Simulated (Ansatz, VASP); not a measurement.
One calculation of Nb3Cd, two programs

INCAR

```
PREC = Accurate
ENCUT = 600
EDIFF = 1E-7
ISMEAR = 0
SIGMA = 0.1
LREAL = F
LASPH = T
NELM = 60
ALGO = Fast
ISIF = 3
LWAVE = F
LCHARG = F
GGA = PE
IBRION = 2
NSW = 90
EDIFFG = -0.04
```

The input KPOINTS:

```
regular mesh
0
Gamma
  3 3 4
```

Contents of POSCAR:

```
Nb3Cd
1.0
    5.9298958827      0.0000000000      0.0000000000
   -2.9649479414      5.1354404763      0.0000000000
    0.0000000000      0.0000000000      4.7596563833
Nb Cd
6 2
Direct
    0.8330000000      0.6660000000      0.2500000000
    0.1670000000      0.8330000000      0.7500000000
    0.3340000000      0.1670000000      0.2500000000
    0.1670000000      0.3340000000      0.7500000000
    0.8330000000      0.1670000000      0.2500000000
    0.6660000000      0.8330000000      0.7500000000
    0.3333333333      0.6666666667      0.2500000000
    0.6666666667      0.3333333333      0.7500000000
```

Input for Ansatz:

```yaml
crystal:
  lattice:
    - [5.9298958827, 0.0, 0.0]
    - [-2.9649479414, 5.1354404763, 0.0]
    - [0.0, 0.0, 4.7596563833]
  atoms:
    - { symbol: Nb, position: [0.833, 0.666, 0.25] }
    - { symbol: Nb, position: [0.167, 0.833, 0.75] }
    - { symbol: Nb, position: [0.334, 0.167, 0.25] }
    - { symbol: Nb, position: [0.167, 0.334, 0.75] }
    - { symbol: Nb, position: [0.833, 0.167, 0.25] }
    - { symbol: Nb, position: [0.666, 0.833, 0.75] }
    - { symbol: Cd, position: [0.3333333333, 0.6666666667, 0.25] }
    - { symbol: Cd, position: [0.6666666667, 0.3333333333, 0.75] }
basis:
  ecutwfc: 420
kpoints:
  mp_grid: { grid: [3, 3, 4] }
hamiltonian:
  xc: pbe
scf:
  occupations: { method: gaussian, width: 0.1 }
  lower_state_search: "off"
output:
  forces: true
  stress: true
  eigenvalues: true
relax:
  adjacent_minimum: "off"
  f_tol: 0.04
  max_steps: 70
  cell: { stress_tol: 0.4 }
```

Alike in both runs: task relaxation of cell and atoms; functional PBE; k mesh 3 × 3 × 4; occupations gaussian, width 0.1 eV; no spin polarisation.

|  | VASP | Ansatz |
| --- | --- | --- |
| version | VASP 6.6.1 | Ansatz 0.2.0 |
| potentials or method | VASP PAW PBE potentials, release 64 (Nb_sv, Cd), cutoff 600 eV | scalar-relativistic, plane waves, PAW |
| valence electrons in the cell | 102 | 118 |

VASP gave:

```
gap on the k mesh at the Fermi level, each at its own relaxed structure (eV)  : none
relaxed volume (Å³/atom)                                                      : 18.73
relaxed length of the cell vector where the two differ most in proportion (Å) : 4.851
```

What did Ansatz give for the same quantities?

gap on the k mesh at the Fermi level, each at its own relaxed structure (eV): none; relaxed volume (Å³/atom): 18.73; relaxed length of the cell vector where the two differ most in proportion (Å): 4.841.

A gap of «none» marks a metal or a gap that the smearing closes. VASP's potentials hold 102 valence electrons a cell and Ansatz's 118, so a difference there can come from the potentials and not from the codes.

The k mesh is coarse, so the values compare programs but aren't converged.
